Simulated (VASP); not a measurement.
# Zr (P6_3/mmc) in VASP: single point with PBE

Aim: the single point of Zr with PBE.

Program: VASP 6.6.1. These are calculated values, not measurements. Logs are shortened: lines on timing, memory, paths and dates and some standing lists are left out, and cuts for length are marked.

## 1. The cell of the first run

The structure is hexagonal, space group P6_3/mmc (No. 194). Conventional cell: a = 3.231 Å, b = 3.231 Å, c = 5.175 Å, α = 90.00°, β = 90.00°, γ = 120.00°. Zr (site symmetry -6m2) has 12 Zr at 3.19 to 3.23 Å within 4.2 Å.

## 2. Single point, PBE

Input file INCAR:

```
ALGO = Normal
EDIFF = 1E-7
ENCUT = 520
GGA = PE
ISIF = 2
ISMEAR = -1
LASPH = T
LCHARG = T
LELF = T
LREAL = F
LVHAR = T
LWAVE = F
NBANDS = 19
NELM = 100
PREC = Accurate
SIGMA = 0.08
```

Input file KPOINTS:

```
k-points
0
Gamma
  15 15 8
```

Input file POSCAR:

```
Zr
1.0
    1.6155496480     -2.7982140724      0.0000000000
    1.6155496480      2.7982140725      0.0000000000
    0.0000000000      0.0000000000      5.1751358134
Zr
2
Direct
    0.6666666670      0.3333333330      0.2500000000
    0.3333333330      0.6666666670      0.7500000000
```

Potentials or basis: VASP PAW PBE potentials, release 64 (Zr_sv).

On the command line:

```sh
cat potpaw_PBE.64/Zr_sv/POTCAR > POTCAR
mpirun -np 1 vasp_std > vasp.out
```

OUTCAR:

```text
EDIFF = 1E-7
   ENCUT = 520
   GGA = PE
   ISIF = 2
   ISMEAR = -1
   LASPH = T
   LREAL = F
   NELM = 100
   PREC = Accurate

 ion  position               nearest neighbor table
   1  0.667  0.333  0.250-   2 3.19   2 3.19   2 3.19   2 3.19   2 3.19   2 3.19
   2  0.333  0.667  0.750-   1 3.19   1 3.19   1 3.19   1 3.19   1 3.19   1 3.19

  LATTYP: Found a hexagonal cell.
 ALAT       =     3.2310992959
 C/A-ratio  =     1.6016641209

  Lattice vectors:

 A1 = (   1.6155496480,  -2.7982140724,   0.0000000000)
 A2 = (   1.6155496480,   2.7982140725,   0.0000000000)
 A3 = (   0.0000000000,   0.0000000000,   5.1751358134)

Analysis of symmetry for initial positions (statically):
=====================================================================
 Subroutine PRICEL returns:
 Original cell was already a primitive cell.

 Routine SETGRP: Setting up the symmetry group for a
 hexagonal supercell.

 Subroutine GETGRP returns: Found 24 space group operations
 (whereof 12 operations were pure point group operations)
 out of a pool of 24 trial point group operations.

The static configuration has the point symmetry D_3d.
 The point group associated with its full space group is D_6h.

Analysis of symmetry for dynamics (positions and initial velocities):
=====================================================================
 Subroutine PRICEL returns:
 Original cell was already a primitive cell.

 Routine SETGRP: Setting up the symmetry group for a
 hexagonal supercell.

 Subroutine GETGRP returns: Found 24 space group operations
 (whereof 12 operations were pure point group operations)
 out of a pool of 24 trial point group operations.

The dynamic configuration has the point symmetry D_3d.
 The point group associated with its full space group is D_6h.

 Subroutine INISYM returns: Found 24 space group operations
 (whereof 12 operations are pure point group operations),
 and found     1 'primitive' translations

----------------------------------------------------------------------------------------

                                     Primitive cell

  volume of cell :      46.7900

  direct lattice vectors                    reciprocal lattice vectors
     1.615549648 -2.798214072  0.000000000     0.309492191 -0.178685400  0.000000000
     1.615549648  2.798214072  0.000000000     0.309492191  0.178685400  0.000000000
     0.000000000  0.000000000  5.175135813     0.000000000  0.000000000  0.193231644

  length of vectors
     3.231099296  3.231099296  5.175135813     0.357370799  0.357370799  0.193231644

  position of ions in fractional coordinates (direct lattice)
     0.666666667  0.333333333  0.250000000
     0.333333333  0.666666667  0.750000000

  ion indices of the primitive-cell ions
   primitive index   ion index
                 1           1
                 2           2

----------------------------------------------------------------------------------------

 KPOINTS: k-points

Automatic generation of k-mesh.
 Grid dimensions read from file:
 generate k-points for:   15   15    8

 Generating k-lattice:

  Cartesian coordinates                     Fractional coordinates (reciprocal lattice)
     0.020632813 -0.011912360  0.000000000     0.066666667 -0.000000000  0.000000000
     0.020632813  0.011912360  0.000000000    -0.000000000  0.066666667  0.000000000
     0.000000000  0.000000000  0.024153955     0.000000000  0.000000000  0.125000000

  Length of vectors
     0.023824720  0.023824720  0.024153955

  Shift w.r.t. Gamma in fractional coordinates (k-lattice)
     0.000000000  0.000000000  0.000000000

 Subroutine IBZKPT returns following result:
 ===========================================

 Found    135 irreducible k-points:

 Following reciprocal coordinates:
            Coordinates               Weight
  0.000000  0.000000  0.000000      1.000000
  0.066667  0.000000  0.000000      6.000000
  0.133333  0.000000  0.000000      6.000000
  0.200000  0.000000  0.000000      6.000000
  0.266667  0.000000  0.000000      6.000000
  0.333333 -0.000000  0.000000      6.000000
[... 16 lines left out ...]
  0.333333  0.200000  0.000000     12.000000
  0.400000  0.200000  0.000000      6.000000
 [... further k-points ...]
   k-points           NKPTS =    135   k-points in BZ     NKDIM =    135   number of bands    NBANDS=     19
   number of dos      NEDOS =    301   number of ions     NIONS =      2
   total plane-waves  NPLWV =  23040
   dimension x,y,z NGX =    24 NGY =   24 NGZ =   40
   dimension x,y,z NGXF=    48 NGYF=   48 NGZF=   80
   ions per type =               2
   NGX,Y,Z   is equivalent  to a cutoff of  12.35, 12.35, 12.85 a.u.
   NGXF,Y,Z  is equivalent  to a cutoff of  24.70, 24.70, 25.70 a.u.
 SYSTEM =  unknown system
   PREC   = accura    normal or accurate (medium, high low for compatibility)
   ISTART =      0    job   : 0-new  1-cont  2-samecut
   ICHARG =      2    charge: 1-file 2-atom 10-const
   ISPIN  =      1    spin polarized calculation?
   LNONCOLLINEAR =      F non collinear calculations
   LSORBIT =      F    spin-orbit coupling
   LASPH  =      T    aspherical Exc in radial PAW
   ENCUT  =  520.0 eV  38.22 Ry    6.18 a.u.   6.01  6.01  9.62*2*pi/ulx,y,z
   NELM   =    100;   NELMIN=  2; NELMDL= -5     # of ELM steps
   EDIFF  = 0.1E-06   stopping-criterion for ELM
   LREAL  =      F    real-space projection
   EDIFFG = 0.1E-05   stopping-criterion for IOM
   NSW    =      0    number of steps for IOM
   IBRION =     -1    ionic relax: 0-MD 1-quasi-New 2-CG
   NFREE  =      0    steps in history (QN), initial steepest desc. (CG)
   ISIF   =      2    stress and relaxation
   ISYM   =      2    0-nonsym 1-usesym 2-fastsym
   POTIM  = 0.5000    time-step for ionic-motion
   TEBEG  =    0.0;   TEEND  =   0.0 temperature during run
   PSTRESS=    0.0 pullay stress
   NELECT =      24.0000    total number of electrons
   NUPDOWN=      -1.0000    fix difference up-down
   EMIN   =  10.00;   EMAX   =-10.00  energy-range for DOS
   EFERMI =   0.00;   METHOD = LEGACY
   ISMEAR =    -1;   SIGMA  =   0.08  broadening in eV -4-tet -1-fermi 0-gaus
   EFERMI_NEDOS =   21; number of points for ismear=-14 and -15
   IALGO  =     38    algorithm
   IMIX   =      4    mixing-type and parameters
     AMIX     =   0.40;   BMIX     =  1.00
     AMIX_MAG =   1.60;   BMIX_MAG =  1.00
  volume/ion in A,a.u.               =      23.39       157.88
  Fermi-wavevector in a.u.,A,eV,Ry     =   1.310472  2.476432 23.365769  1.717336
  Thomas-Fermi vector in A             =   2.440999
   LORBIT       =      0    0 simple, 1 ext, 2 COOP (PROOUT), +10 PAW based schemes
   GGA     = PE    functional components
   LHFCALC =     F    Hartree Fock is set to
   AEXX    =    0.0000 exact exchange contribution
   IVDW    =     0    specifies the selected vdW correction
   LEPSILON=     F    determine dielectric tensor
   LRPA    =     F    only Hartree local field effects (RPA)
 non-spin polarized calculation
  energy-cutoff  :      520.00
  volume of cell :       46.79
 maximum number of plane-waves:      1290
   NGX = 13   NGY = 13   NGZ = 19

 number of electron      24.0000001 magnetization

 Free energy of the ion-electron system (eV)
  ---------------------------------------------------
  ext. energy  EPLUGINS =         0.00000000
  ---------------------------------------------------
  free energy    TOTEN  =       -17.06263820 eV

  energy without entropy =      -17.01875228  energy(sigma->0) =      -17.04069524

 E-fermi :   8.9282     XC(G=0): -11.0597

 val. band max:        8.9038843936   @ k =   0.3333   0.3333   0.5000
 cond. band min:       8.9328074537   @ k =   0.2667   0.2000   0.3750
 fundamental gap:      0.0289230601
 Fermi energy:         8.9281818025

 k-point     1 :       0.0000    0.0000    0.0000
  band No.  band energies     occupation
      1     -39.9036      2.00000
      2     -39.7555      2.00000
      3     -18.4114      2.00000
      4     -17.5566      2.00000
      5     -17.5566      2.00000
      6     -17.4315      2.00000
[... 11 lines left out ...]
     18      11.1085      0.00000
     19      13.3577      0.00000

 k-point     2 :       0.0667    0.0000    0.0000
  band No.  band energies     occupation
      1     -39.8986      2.00000
      2     -39.7534      2.00000
      3     -18.3980      2.00000
      4     -17.5868      2.00000
      5     -17.5665      2.00000
      6     -17.4527      2.00000
[... 11 lines left out ...]
     18      10.9982      0.00000
     19      13.4384      0.00000

 k-point     3 :       0.1333    0.0000    0.0000
  band No.  band energies     occupation
      1     -39.8842      2.00000
      2     -39.7474      2.00000
      3     -18.3590      2.00000
      4     -17.6722      2.00000
      5     -17.5937      2.00000
      6     -17.5399      2.00000
[... 11 lines left out ...]
     18      10.9147      0.00000
     19      13.6236      0.00000

 k-point     4 :       0.2000    0.0000    0.0000
  band No.  band energies     occupation
      1     -39.8625      2.00000
      2     -39.7390      2.00000
      3     -18.2978      2.00000
      4     -17.7979      2.00000
      5     -17.6644      2.00000
      6     -17.6322      2.00000
[... 11 lines left out ...]
     18      11.4242      0.00000
     19      13.8224      0.00000

 k-point     5 :       0.2667    0.0000    0.0000
  band No.  band energies     occupation
      1     -39.8363      2.00000
      2     -39.7305      2.00000
      3     -18.2201      2.00000
      4     -17.9418      2.00000
      5     -17.8020      2.00000
      6     -17.6749      2.00000
[... 11 lines left out ...]
     18      12.0855      0.00000
     19      13.9835      0.00000

 k-point     6 :       0.3333   -0.0000    0.0000
  band No.  band energies     occupation
      1     -39.8095      2.00000
      2     -39.7240      2.00000
      3     -18.1341      2.00000
      4     -18.0786      2.00000
      5     -17.9289      2.00000
      6     -17.7145      2.00000
[... 11 lines left out ...]
     18      12.8331      0.00000
     19      14.0931      0.00000

 k-point     7 :       0.4000    0.0000    0.0000
  band No.  band energies     occupation
      1     -39.7863      2.00000
      2     -39.7211      2.00000
      3     -18.1846      2.00000
      4     -18.0521      2.00000
      5     -18.0255      2.00000
      6     -17.7447      2.00000
[... 11 lines left out ...]
     18      13.5689      0.00000
     19      14.1568      0.00000

 k-point     8 :       0.4667    0.0000    0.0000
  band No.  band energies     occupation
      1     -39.7718      2.00000
      2     -39.7212      2.00000
      3     -18.2423      2.00000
      4     -18.0774      2.00000
      5     -17.9957      2.00000
      6     -17.7610      2.00000
[... 256 lines left out ...]
 k-point    20 :       0.4000    0.1333    0.0000
  band No.  band energies     occupation
      1     -39.7644      2.00000
      2     -39.7219      2.00000
      3     -18.2089      2.00000
      4     -18.0484      2.00000
      5     -17.9657      2.00000
      6     -17.8228      2.00000
[... 11 lines left out ...]
     18      13.9218      0.00000
     19      15.0928      0.00000

 k-point    21 :       0.2000    0.2000    0.0000
  band No.  band energies     occupation
      1     -39.8027      2.00000
      2     -39.7228      2.00000
      3     -18.1118      2.00000
      4     -18.0052      2.00000
      5     -17.9852      2.00000
      6     -17.7269      2.00000
[... 11 lines left out ...]
     18      13.5644      0.00000
     19      13.7989      0.00000

 k-point    22 :       0.2667    0.2000    0.0000
  band No.  band energies     occupation
      1     -39.7802      2.00000
      2     -39.7207      2.00000
      3     -18.0952      2.00000
      4     -18.0304      2.00000
      5     -18.0172      2.00000
      6     -17.7953      2.00000
[... 11 lines left out ...]
     18      13.7679      0.00000
     19      14.4276      0.00000

 k-point    23 :       0.3333    0.2000    0.0000
  band No.  band energies     occupation
      1     -39.7620      2.00000
      2     -39.7221      2.00000
      3     -18.1560      2.00000
      4     -18.0216      2.00000
      5     -17.9564      2.00000
      6     -17.8605      2.00000
[... 11 lines left out ...]
     18      13.7452      0.00000
     19      15.1131      0.00000

 k-point    24 :       0.4000    0.2000    0.0000
  band No.  band energies     occupation
      1     -39.7541      2.00000
      2     -39.7240      2.00000
      3     -18.1772      2.00000
      4     -18.0167      2.00000
      5     -17.9205      2.00000
      6     -17.8906      2.00000
[... 11 lines left out ...]
     18      13.7366      0.00000
     19      15.3217      0.00000

 [... further k-points ...]
[... 5 lines left out ...]
  --------------------------------------------------------------------------------------
  -------------------------------------------------------------------------------------
  Total       -0.0011551     -0.0011551     -0.0003718     -0.0000000      0.0000000      0.0000000
  in kB       -0.0395533     -0.0395533     -0.0127314     -0.0000000      0.0000000      0.0000000
  external PRESSURE =      -0.0306126 kB  Pullay stress =       0.0000000 kB

 VOLUME and BASIS-vectors are now :
 -----------------------------------------------------------------------------
  energy-cutoff  :      520.00
  volume of cell :       46.79
      direct lattice vectors                 reciprocal lattice vectors
     1.615549648 -2.798214072  0.000000000     0.309492191 -0.178685400  0.000000000
     1.615549648  2.798214072  0.000000000     0.309492191  0.178685400  0.000000000
     0.000000000  0.000000000  5.175135813     0.000000000  0.000000000  0.193231644

 POSITION                                       TOTAL-FORCE (eV/Angst)
 -----------------------------------------------------------------------------------
      1.61555     -0.93274      1.29378        -0.000000     -0.000000      0.000000
      1.61555      0.93274      3.88135         0.000000      0.000000      0.000000
 -----------------------------------------------------------------------------------
    total drift:                               -0.000000      0.000001     -0.000000

  FREE ENERGIE OF THE ION-ELECTRON SYSTEM (eV)
  ---------------------------------------------------
  free  energy   TOTEN  =       -17.0626382026 eV

  energy  without entropy=      -17.0187522756  energy(sigma->0) =      -17.04069524
```

It took 83 s on 1 thread of AMD EPYC 7R43 (Zen 3), shared host; peak memory 0.19 GiB.

Results:

```
Free energy            : -17.0626 eV
Pressure               : 0.0 GPa
Band gap on the k mesh : zero (band 12 reaches 9.81 eV, above the bottom of band 13 at 8.63 eV)
```

Levels at points of the mesh, in eV from the Fermi level:
```
           k point  band 10  band 11  band 12  band 13  band 14  band 15
(0.00, 0.00, 0.00)    -3.01     0.88     0.88     0.98     1.12     1.56
(0.00, 0.00, 0.50)    -3.95     0.03     0.03     0.80     0.80     0.80
```
